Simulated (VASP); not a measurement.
Runs of VASP 6.6.1 on Al2O3. The structure is that of space group P-6m2 (No. 187), or close to it. The cells are those of the table. 

| cell | gap on the mesh (eV) | pressure (GPa) | largest force (eV/Å) |
| --- | --- | --- | --- |
| a = 2.740, b = 2.740, c = 10.345 Å, angles 90.0, 90.0, 120.0°, 5 atoms | (b) | 5.9 | 2.19 |
| a = 2.812, b = 2.812, c = 9.822 Å, angles 90.0, 90.0, 120.0°, 5 atoms | 5.14 | 1.2 | 1.16 |
| a = 2.884, b = 2.884, c = 9.337 Å, angles 90.0, 90.0, 120.0°, 5 atoms | 4.74 | -2.8 | 0.14 |
| a = 2.956, b = 2.956, c = 8.887 Å, angles 90.0, 90.0, 120.0°, 5 atoms | 4.01 | -6.0 | (a) |
| a = 3.029, b = 3.029, c = 8.469 Å, angles 90.0, 90.0, 120.0°, 5 atoms | 3.23 | (c) | 2.09 |

Alike in all rows: task single point; level PBEsol; potentials or basis VASP PAW PBE potentials, release 64 (Al, O); no spin polarisation; k mesh 12 × 12 × 2; cutoff (eV) 520; smearing gaussian 0.05 eV.

Q: Estimate the missing entries.

A: (a) 1.00; (b) 4.55; (c) -8.6.

Caveats: the PAW data sets were made with another functional, which shifts forces and pressure a little.

A k mesh can miss the band edges.
